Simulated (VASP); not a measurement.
# SiC in VASP: further runs, part 2 of 2

VASP 6.6.1. Earlier steps stand in the parts before.

### 4 Single point, LDA

Contents of INCAR:

```
SYSTEM = SiC
PREC = Accurate
ENCUT = 520
EDIFF = 1E-6
ISMEAR = 0
SIGMA = 0.01
LREAL = .False.
LASPH = .True.
NELM = 80
ALGO = Normal
ISIF = 2
LWAVE = .False.
LCHARG = .True.
LELF = .True.
LVHAR = .True.
NBANDS = 11
```

Contents of KPOINTS:

```
Automatic mesh
0
Gamma
  8 8 8
  0 0 0
```

Contents of POSCAR:

```
SiC
1.0
    0.0000000000      2.1644853731      2.1644853731
    2.1644853731      0.0000000000      2.1644853731
    2.1644853731      2.1644853731      0.0000000000
Si C
1 1
Direct
    0.0000000000      0.0000000000      0.0000000000
    0.7500000000      0.7500000000      0.7500000000
```

Potentials or basis: VASP PAW LDA potentials, release 64 (Si, C).

Run with:

```sh
$ cat potpaw_LDA.64/Si/POTCAR potpaw_LDA.64/C/POTCAR > POTCAR
$ mpirun -np 1 vasp_std > vasp.out
```

OUTCAR:

```text
SYSTEM = SiC
   PREC = Accurate
   ENCUT = 520
   EDIFF = 1E-6
   ISMEAR = 0
   LREAL = .False.
   LASPH = .True.
   NELM = 80
   ISIF = 2

 ion  position               nearest neighbor table
   1  0.000  0.000  0.000-   2 1.87   2 1.87   2 1.87   2 1.87
   2  0.750  0.750  0.750-   1 1.87   1 1.87   1 1.87   1 1.87

  LATTYP: Found a face centered cubic cell.
 ALAT       =     4.3289707462

  Lattice vectors:

 A1 = (   0.0000000000,   2.1644853731,   2.1644853731)
 A2 = (   2.1644853731,   0.0000000000,   2.1644853731)
 A3 = (   2.1644853731,   2.1644853731,   0.0000000000)

Analysis of symmetry for initial positions (statically):
=====================================================================
 Subroutine PRICEL returns:
 Original cell was already a primitive cell.

 Routine SETGRP: Setting up the symmetry group for a
 face centered cubic supercell.

 Subroutine GETGRP returns: Found 24 space group operations
 (whereof 24 operations were pure point group operations)
 out of a pool of 48 trial point group operations.

The static configuration has the point symmetry T_d .

Analysis of symmetry for dynamics (positions and initial velocities):
=====================================================================
[... 165 lines left out ...]
 k-point     1 :       0.0000    0.0000    0.0000
  band No.  band energies     occupation
      1      -7.1815      2.00000
      2       8.2924      2.00000
      3       8.2924      2.00000
      4       8.2924      2.00000
      5      14.8206      0.00000
      6      15.6219      0.00000
      7      15.6219      0.00000
      8      15.6219      0.00000
      9      22.8675      0.00000
     10      22.8675      0.00000
     11      24.7747      0.00000
[... 309 lines left out ...]
 k-point    24 :      -0.3750    0.2500    0.1250
  band No.  band energies     occupation
      1      -2.8186      2.00000
      2       0.3571      2.00000
      3       4.5515      2.00000
      4       5.9937      2.00000
      5      13.4931      0.00000
      6      15.6265      0.00000
      7      18.4854      0.00000
      8      19.3266      0.00000
      9      21.7465      0.00000
     10      24.5519      0.00000
     11      27.6685      0.00000

 [... further k-points ...]
[... 5 lines left out ...]
  --------------------------------------------------------------------------------------
  -------------------------------------------------------------------------------------
  Total        0.0536671      0.0536671      0.0536671     -0.0000000      0.0000000     -0.0000000
  in kB        4.2395957      4.2395957      4.2395957     -0.0000000      0.0000000     -0.0000000
  external PRESSURE =       4.2395957 kB  Pullay stress =       0.0000000 kB

 VOLUME and BASIS-vectors are now :
 -----------------------------------------------------------------------------
  energy-cutoff  :      520.00
  volume of cell :       20.28
      direct lattice vectors                 reciprocal lattice vectors
     0.000000000  2.164485373  2.164485373    -0.231001792  0.231001792  0.231001792
     2.164485373  0.000000000  2.164485373     0.231001792 -0.231001792  0.231001792
     2.164485373  2.164485373  0.000000000     0.231001792  0.231001792 -0.231001792

 POSITION                                       TOTAL-FORCE (eV/Angst)
 -----------------------------------------------------------------------------------
      0.00000      0.00000      0.00000        -0.000000     -0.000000     -0.000000
      3.24673      3.24673      3.24673         0.000000      0.000000      0.000000
 -----------------------------------------------------------------------------------
    total drift:                               -0.000000     -0.000000     -0.000000

  FREE ENERGIE OF THE ION-ELECTRON SYSTEM (eV)
  ---------------------------------------------------
  free  energy   TOTEN  =       -16.6414032114 eV

  energy  without entropy=      -16.6414032114  energy(sigma->0) =      -16.64140321
```

stdout:

```text
POSCAR found type information on POSCAR SiC
 POSCAR found :  2 types and       2 ions
 scaLAPACK will be used
 LDA part: xc-table for (Slater(with rela. corr.)+CA(PZ))
 , standard interpolation
 POSCAR, INCAR and KPOINTS ok, starting setup
 FFT: planning ... GRIDC
 FFT: planning ... GRID_SOFT
 FFT: planning ... GRID
 WAVECAR not read
 entering main loop
```

It took 4.2 s on 1 thread of Intel Xeon Platinum 8259CL at 2.50GHz (Skylake/Cascade Lake), shared host; peak memory 0.12 GiB.

What came out:

```yaml
Free_energy: -16.6414 eV
Pressure: 0.4 GPa
Band_gap_on_the_k_mesh: 1.29 eV, indirect (least direct gap 4.52 eV)
```

A k mesh can miss the band edges. A hybrid or GW would open this gap; LDA tends to underestimate it.

### 5 Single point, LDA

This run uses another cell than the first one, of 10.29 Å³/atom, 1.015 times its volume.

Contents of INCAR:

```
PREC = Accurate
ENCUT = 520
EDIFF = 1E-7
ISMEAR = 0
SIGMA = 0.01
LREAL = False
LASPH = True
NELM = 60
ALGO = Normal
ISIF = 2
LWAVE = False
LCHARG = True
LELF = True
LVHAR = True
NBANDS = 11
```

Contents of KPOINTS:

```
regular mesh
0
Gamma
  8 8 8
```

Contents of POSCAR:

```
SiC
1.0
    0.0000000000      2.1753077999      2.1753077999
    2.1753077999      0.0000000000      2.1753077999
    2.1753077999      2.1753077999      0.0000000000
Si C
1 1
Direct
    0.0000000000      0.0000000000      0.0000000000
    0.7500000000      0.7500000000      0.7500000000
```

Run with:

```sh
$ cat potpaw_LDA.64/Si/POTCAR potpaw_LDA.64/C/POTCAR > POTCAR
$ mpirun -np 1 vasp_std > vasp.out
```

Wall time 4.4 s (1 thread of Intel Xeon Platinum 8259CL at 2.50GHz (Skylake/Cascade Lake), shared host); peak memory 0.12 GiB.

It converged, with:

* Free energy: -16.6391 eV
* Pressure: -2.9 GPa
* Band gap on the k mesh: 1.30 eV, indirect (least direct gap 4.50 eV)

Levels at points of the mesh, in eV from the valence-band top:
```csv
k point,band 1,band 2,band 3,band 4,band 5,band 6,band 7,band 8,band 9
"(0.00, 0.00, 0.00)",-15.36,0.00,0.00,0.00,6.35,7.23,7.23,7.23,14.49
"(0.50, 0.00, 0.00)",-11.72,-8.58,-1.06,-1.06,5.44,7.15,7.15,9.95,15.99
"(0.50, 0.50, 0.00)",-10.23,-7.83,-3.20,-3.20,1.30,4.20,13.89,13.89,14.62
```

### 6 Single point, LDA (z stretched by -0.5 %, x and y held)

Contents of INCAR:

```
SYSTEM = SiC
PREC = Accurate
ENCUT = 520
EDIFF = 1E-6
ISMEAR = 0
SIGMA = 0.01
LREAL = .FALSE.
LASPH = .TRUE.
NELM = 100
ALGO = Normal
ISIF = 2
LWAVE = .FALSE.
LCHARG = .FALSE.
GGA = CA
NBANDS = 11
```

Contents of KPOINTS:

```
regular mesh
0
G
  8 8 8
  0 0 0
```

Contents of POSCAR:

```
SiC
1.0
    0.0000000000      2.1644853731      2.1536629462
    2.1644853731      0.0000000000      2.1536629462
    2.1644853731      2.1644853731      0.0000000000
Si C
1 1
Direct
    0.0000000000      0.0000000000      0.0000000000
    0.7500000000      0.7500000000      0.7500000000
```

Potentials or basis: VASP PAW LDA potentials, release 64 (Si, C).

Run with:

```sh
$ cat potpaw_LDA.64/Si/POTCAR potpaw_LDA.64/C/POTCAR > POTCAR
$ mpirun -np 1 vasp_std > vasp.out
```

OUTCAR:

```text
SYSTEM = SiC
   PREC = Accurate
   ENCUT = 520
   EDIFF = 1E-6
   ISMEAR = 0
   LREAL = .FALSE.
   LASPH = .TRUE.
   NELM = 100
   ISIF = 2
   GGA = CA

 ion  position               nearest neighbor table
   1  0.000  0.000  0.000-   2 1.87   2 1.87   2 1.87   2 1.87
   2  0.750  0.750  0.750-   1 1.87   1 1.87   1 1.87   1 1.87

  LATTYP: Found a body centered tetragonal cell.
 ALAT       =     3.0610445702
 C/A-ratio  =     1.4071424945

  Lattice vectors:

 A1 = (   0.0000000000,  -2.1644853731,  -2.1536629462)
[... 514 lines left out ...]
      7      17.2115      0.00000
      8      17.9023      0.00000
      9      21.4842      0.00000
     10      24.7143      0.00000
     11      25.2990      0.00000

 [... further k-points ...]
[... 5 lines left out ...]
  --------------------------------------------------------------------------------------
  -------------------------------------------------------------------------------------
  Total        0.1455757      0.1455757      0.3082586      0.0000000      0.0000000     -0.0000000
  in kB       11.5579941     11.5579941     24.4742108      0.0000000      0.0000000     -0.0000000
  external PRESSURE =      15.8633997 kB  Pullay stress =       0.0000000 kB

 VOLUME and BASIS-vectors are now :
 -----------------------------------------------------------------------------
  energy-cutoff  :      520.00
  volume of cell :       20.18
      direct lattice vectors                 reciprocal lattice vectors
     0.000000000  2.164485373  2.153662946    -0.231001792  0.231001792  0.232162605
     2.164485373  0.000000000  2.153662946     0.231001792 -0.231001792  0.232162605
     2.164485373  2.164485373  0.000000000     0.231001792  0.231001792 -0.232162605

 POSITION                                       TOTAL-FORCE (eV/Angst)
 -----------------------------------------------------------------------------------
      0.00000      0.00000      0.00000         0.000000      0.000000     -0.000000
      3.24673      3.24673      3.23049        -0.000000     -0.000000      0.000000
 -----------------------------------------------------------------------------------
    total drift:                               -0.000000     -0.000000     -0.000000

  FREE ENERGIE OF THE ION-ELECTRON SYSTEM (eV)
  ---------------------------------------------------
  free  energy   TOTEN  =       -16.6404594747 eV

  energy  without entropy=      -16.6404594747  energy(sigma->0) =      -16.64045947
```

OSZICAR:

```text
N       E                     dE             d eps       ncg     rms          rms(c)
DAV:   1     0.148537930150E+01    0.14854E+01   -0.39833E+03  1354   0.617E+02
DAV:   2    -0.181166684449E+02   -0.19602E+02   -0.18701E+02  1607   0.110E+02
DAV:   3    -0.187506615541E+02   -0.63399E+00   -0.63261E+00  1589   0.160E+01
DAV:   4    -0.187534030379E+02   -0.27415E-02   -0.27413E-02  1468   0.134E+00
DAV:   5    -0.187534160722E+02   -0.13034E-04   -0.13034E-04  1640   0.843E-02    0.934E+00
DAV:   6    -0.167379557455E+02    0.20155E+01   -0.72767E+00  1454   0.121E+01    0.413E+00
DAV:   7    -0.166614816882E+02    0.76474E-01   -0.40920E-01  1574   0.368E+00    0.184E+00
DAV:   8    -0.166408592339E+02    0.20622E-01   -0.26754E-02  1517   0.987E-01    0.183E-01
DAV:   9    -0.166404462116E+02    0.41302E-03   -0.19580E-03  1624   0.241E-01    0.984E-02
DAV:  10    -0.166404591949E+02   -0.12983E-04   -0.12332E-04  1496   0.689E-02    0.336E-02
DAV:  11    -0.166404594747E+02   -0.27977E-06   -0.31346E-06  1595   0.110E-02
   1 F= -.16640459E+02 E0= -.16640459E+02  d E =-.203986E-50
```

Run time: 6.2 s. Hardware: 1 thread of Intel Xeon Platinum 8259CL at 2.50GHz (Skylake/Cascade Lake), shared host; peak memory 0.12 GiB.

What came out:

| Quantity | Value |
| --- | --- |
| Free energy | -16.6405 eV |
| Pressure | 1.6 GPa |
| Band gap on the k mesh | 1.23 eV, indirect (least direct gap 4.52 eV) |

Stress tensor (GPa, compression positive):
```
1.16 0.00 0.00
0.00 1.16 0.00
0.00 0.00 2.45
```

Levels at points of the mesh, in eV from the valence-band top:
```csv
k point,band 1,band 2,band 3,band 4,band 5,band 6,band 7,band 8
"(0.00, 0.00, 0.00)",-15.54,-0.03,-0.03,0.00,6.56,7.33,7.35,7.35
"(0.50, 0.00, 0.00)",-11.82,-8.72,-1.11,-1.05,5.59,7.17,7.25,10.04
"(0.50, 0.50, 0.00)",-10.29,-7.87,-3.30,-3.30,1.23,4.19,14.08,14.08
"(0.50, 0.00, 0.50)",-10.33,-7.94,-3.25,-3.24,1.28,4.28,14.02,14.18
```

Caveat: the cell differs from its parent crystal (z stretched by -0.5 %, x and y held). A k mesh can miss the band edges.

### 7 The runs side by side

| cell | gap on the mesh (eV) | pressure (GPa) |
| --- | --- | --- |
| a = 3.061 Å, angles 60.0°, 2 atoms | 1.29 | 0.4 |
| a = 3.076 Å, angles 60.0°, 2 atoms | 1.30 | -2.9 |
| a = 3.053, b = 3.053, c = 3.061 Å, angles 59.9, 59.9, 60.2°, 2 atoms | 1.23 | 1.6 |

Alike in all rows: task single point; level LDA; potentials or basis VASP PAW LDA potentials, release 64 (Si, C); no spin polarisation; k mesh 8 × 8 × 8; cutoff (eV) 520; smearing gaussian 0.01 eV.

Absolute energies hang on the potentials; compare differences alone.

### 8 Against experiment

Step 2. Against the measured gap of SiC, 2.4 eV (indirect; quoted in “Insight into the structural, elastic and electronic properties of a new orthorhombic 6O-SiC polytype”, 2020, pmc:7200658), the calculated 1.29 eV is off by -1.11 eV. The value is that of LDA on a finite k mesh, which can miss the band edges, without temperature or zero-point motion. Semilocal functionals fall short of measured gaps as a rule.

Step 3. Against the measured gap of SiC, 2.4 eV (indirect; quoted in “Insight into the structural, elastic and electronic properties of a new orthorhombic 6O-SiC polytype”, 2020, pmc:7200658), the calculated 1.29 eV is off by -1.11 eV. The value is that of LDA on a finite k mesh, which can miss the band edges, without temperature or zero-point motion. Semilocal functionals fall short of measured gaps as a rule.

Step 5. Against the measured gap of SiC, 2.4 eV (indirect; quoted in “Insight into the structural, elastic and electronic properties of a new orthorhombic 6O-SiC polytype”, 2020, pmc:7200658), the calculated 1.30 eV is off by -1.10 eV. The value is that of LDA on a finite k mesh, which can miss the band edges, without temperature or zero-point motion. Semilocal functionals fall short of measured gaps as a rule.
